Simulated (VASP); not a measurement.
Set up this calculation in VASP 6.6.1, as the native input.

- Task: single point
- Functional: PBE
- Potentials or basis: VASP PAW PBE potentials, release 64 (Cd, S)
- Cutoff: 520 eV
- k mesh: 8 × 8 × 8
- Occupations: fermi-dirac, width 0.02 eV
- Spin: no spin polarisation
- Dipole correction: no
- Further INCAR settings: ALGO = Normal; EDIFF = 1e-07; NBANDS = 16

The structure of CdS lies in POSCAR:

```
CdS
1.0
    0.0783790624      3.0175939041      3.0175939041
    3.0175939041      0.0783790624      3.0175939041
    3.0175939041      3.0175939041      0.0783790624
Cd S
1 1
Direct
    0.0024257592      0.0024257592      0.0024257592
    0.2475742408      0.2475742408      0.2475742408
```

This cell differs from its parent crystal: strain along [111] +4.0%.

One way to write it, as run:

INCAR

```
  ALGO = Normal
  EDIFF = 1E-7
  ENCUT = 520
  GGA = PE
  ISIF = 2
  ISMEAR = -1
  LASPH = True
  LCHARG = True
  LELF = True
  LREAL = False
  LVHAR = True
  LWAVE = False
  NBANDS = 16
  NELM = 60
  PREC = Accurate
  SIGMA = 0.02
```

KPOINTS

```
k-points
0
Gamma
  8 8 8
```

Potentials or basis: VASP PAW PBE potentials, release 64 (Cd, S).

Command:

```sh
$ cat potpaw_PBE.64/Cd/POTCAR potpaw_PBE.64/S/POTCAR > POTCAR
$ mpirun -np 1 vasp_std > vasp.out
```

Results of the run:

The pressure is -0.5 GPa. The largest force is 0.006 eV/Å and the band gap on the k mesh is 0.94 eV, direct.

Caveat: the cell differs from its parent crystal (strain along [111] +4.0%).

Run time: 78 s on 1 thread of AMD EPYC 7R13 (shared host), peak memory 0.18 GiB.
